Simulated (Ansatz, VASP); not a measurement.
## Be3Se2O in VASP and in Ansatz

```
Be Se O
1.0
     4.03745    0.00000    0.00000
     1.98113    3.54867    0.00000
     0.83621    1.66155   13.57780
Be Se O
6 4 2
Direct
  0.46092 0.56227 0.23691
  0.62208 0.48288 0.73499
  0.45949 0.03341 0.28029
  0.61737 0.95704 0.77794
  0.95776 0.06996 0.23593
  0.11975 0.99203 0.73328
  0.95074 0.60749 0.14812
  0.11264 0.52851 0.64657
  0.90252 0.43599 0.37301
  0.06068 0.35891 0.87090
  0.94230 0.19398 0.97879
  0.79374 0.27753 0.48328
```

Change from the starting cell: the structure that the rattled cell fell into.

Alike in both runs: task relaxation of cell and atoms; functional PBE; k mesh 6 × 6 × 2; occupations gaussian, width 0.1 eV; no spin polarisation.

```csv
,VASP,Ansatz
version,VASP 6.6.1,Ansatz 0.2.0
potentials or method,"VASP PAW PBE potentials, release 64 (Be, Se, O), cutoff 600 eV","scalar-relativistic, plane waves, PAW"
valence electrons in the cell,48,88
```

Ansatz gave:

- gap on the k mesh at the Fermi level, each at its own relaxed structure (eV): none
- relaxed volume (Å³/atom): 16.33
- relaxed length of the cell vector where the two differ most in proportion (Å): 13.793

Question: Estimate VASP's values.

Answer: gap on the k mesh at the Fermi level, each at its own relaxed structure (eV): none; relaxed volume (Å³/atom): 16.22; relaxed length of the cell vector where the two differ most in proportion (Å): 13.706.

A gap of «none» marks a metal or a gap that the smearing closes. VASP's potentials hold 48 valence electrons a cell and Ansatz's 88, so a difference there can come from the potentials and not from the codes.
